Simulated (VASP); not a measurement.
Wanted: the native input for a VASP 6.6.1 run.

* Task: single point
* Functional: r2SCAN
* Potentials or basis: VASP PAW PBE potentials, release 64 (Fe, Co)
* Cutoff: 520 eV
* k mesh: 8 × 8 × 8
* Occupations: gaussian, width 0.1 eV
* Spin: collinear spin, ferromagnetic start
* Starting moments: [3.21, 3.21, 2.09, 2.09, 2.09, 2.09, 2.09, 2.09] μB
* Dipole correction: no
* Further INCAR settings: ALGO = Normal; EDIFF = 1e-06; NBANDS = 49

Crystal: FeCo3.

```
Fe Co
1.0
    -3.53644    3.53644    0.00000
     0.00000    3.53644   -3.53644
    -3.53644    0.00000   -3.53644
Fe Co
2 6
Cartesian
  -3.5364 3.5364 -3.5364
  0.0000 0.0000 0.0000
  -1.7682 1.7682 -3.5364
  -1.7682 1.7682 0.0000
  -1.7682 0.0000 -1.7682
  -1.7682 3.5364 -1.7682
  -3.5364 1.7682 -1.7682
  0.0000 1.7682 -1.7682
```

One way to write it, as run:

POSCAR

```
FeCo3
1.0
   -3.5364369895      3.5364369895      0.0000000000
    0.0000000000      3.5364369895     -3.5364369895
   -3.5364369895      0.0000000000     -3.5364369895
Fe Co
2 6
Direct
    0.5000000000      0.5000000000      0.5000000000
    0.0000000000      0.0000000000      0.0000000000
    0.0000000000      0.5000000000      0.5000000000
    0.5000000000      0.0000000000      0.0000000000
    0.0000000000      0.0000000000      0.5000000000
    0.5000000000      0.5000000000      0.0000000000
    0.5000000000      0.0000000000      0.5000000000
    0.0000000000      0.5000000000      0.0000000000
```

INCAR.step1

```
SYSTEM = FeCo3
PREC = Accurate ; ENCUT = 520
ISMEAR = 0 ; SIGMA = 0.1
LREAL = .FALSE. ; LASPH = .TRUE.
NELM = 150 ; ISPIN = 2
MAGMOM = 3.21 3.21 2.09 2.09 2.09 2.09 2.09 2.09 ; LMAXMIX = 4
NBANDS = 49 ; GGA = PE
ALGO = Normal ; EDIFF = 1E-4
LWAVE = .TRUE. ; LCHARG = .FALSE.
```

INCAR.step2

```
SYSTEM = FeCo3
PREC = Accurate ; ENCUT = 520
EDIFF = 1E-6 ; ISMEAR = 0
SIGMA = 0.1 ; LREAL = .FALSE.
LASPH = .TRUE. ; NELM = 150
ALGO = Normal ; ISIF = 2
LWAVE = .FALSE. ; LCHARG = .FALSE.
ISPIN = 2 ; MAGMOM = 3.21 3.21 2.09 2.09 2.09 2.09 2.09 2.09
LORBIT = 11 ; LMAXMIX = 4
METAGGA = R2SCAN ; LMIXTAU = .TRUE.
NBANDS = 49 ; ISTART = 1
```

KPOINTS

```
regular mesh
0
G
  8 8 8
  0 0 0
```

Potentials or basis: VASP PAW PBE potentials, release 64 (Fe, Co).

Launch:

```bash
$ cat potpaw_PBE.64/Fe/POTCAR potpaw_PBE.64/Co/POTCAR > POTCAR
$ cp INCAR.step1 INCAR
$ mpirun -np 1 vasp_std > vasp.out
$ cp INCAR.step2 INCAR
$ mpirun -np 1 vasp_std > vasp.out
```

It gave:

```yaml
Pressure: -0.1 GPa
Net_moment: 16.22 μB per cell
Site_moments: Fe +2.87; Co +1.82 μB
Valence_electrons_inside_the_program's_atomic_spheres: Fe 7.21; Co 8.30
```

Caveat: the PAW data sets were made with another functional, which shifts forces and pressure a little.

Run time: 20 min on 1 thread of Intel Xeon 8259CL, with other jobs on the host, peak memory 0.44 GiB.
